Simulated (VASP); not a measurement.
# Rb2Si2S: single point with PBE

Crystal: Rb2Si2S.

```
CELL_PARAMETERS angstrom
5.83963 0.00000 0.00000
0.00000 5.83963 0.00000
0.00000 0.00000 6.36648
ATOMIC_POSITIONS crystal
Rb 0.00000 0.00000 0.00000
Rb 0.50000 0.50000 0.50000
Si 0.00000 0.50000 0.00000
Si 0.50000 0.00000 0.00000
S 0.50000 0.50000 0.00000
```

```yaml
Program: VASP 6.6.1
Task: single point
Functional: PBE
Potentials_or_basis: VASP PAW PBE potentials, release 64 (Rb_sv, Si, S)
Cutoff: 520 eV
k_mesh: 6 × 6 × 6
Occupations: gaussian, width 0.1 eV
Spin: no spin polarisation
```

```json
{
  "Pressure": "0.0 GPa",
  "Band gap on the k mesh": "zero (band 16 reaches 1.40 eV, above the bottom of band 17 at 0.29 eV)"
}
```

Levels at points of the mesh, in eV from the Fermi level:
```csv
k point,band 13,band 14,band 15,band 16,band 17,band 18,band 19,band 20
"(0.00, 0.00, 0.00)",-3.56,-2.14,0.58,0.60,1.20,1.32,1.32,2.95
"(0.50, 0.00, 0.00)",-2.01,-1.52,-0.27,-0.12,0.35,0.73,0.83,2.36
"(0.50, 0.50, 0.00)",-1.52,-1.07,-1.07,-0.36,-0.36,-0.08,0.04,1.05
"(0.00, 0.00, 0.50)",-3.60,-2.79,-0.06,0.26,1.36,1.36,3.05,3.36
"(0.50, 0.00, 0.50)",-2.64,-1.54,-0.34,-0.22,-0.07,0.80,0.89,3.51
"(0.50, 0.50, 0.50)",-1.46,-1.08,-1.08,-0.51,-0.51,-0.08,0.11,1.07
```

Run time: 2.2 min on 1 thread of Intel(R) Xeon(R) 6975P-C (Granite Rapids) (shared host), peak memory 0.43 GiB.
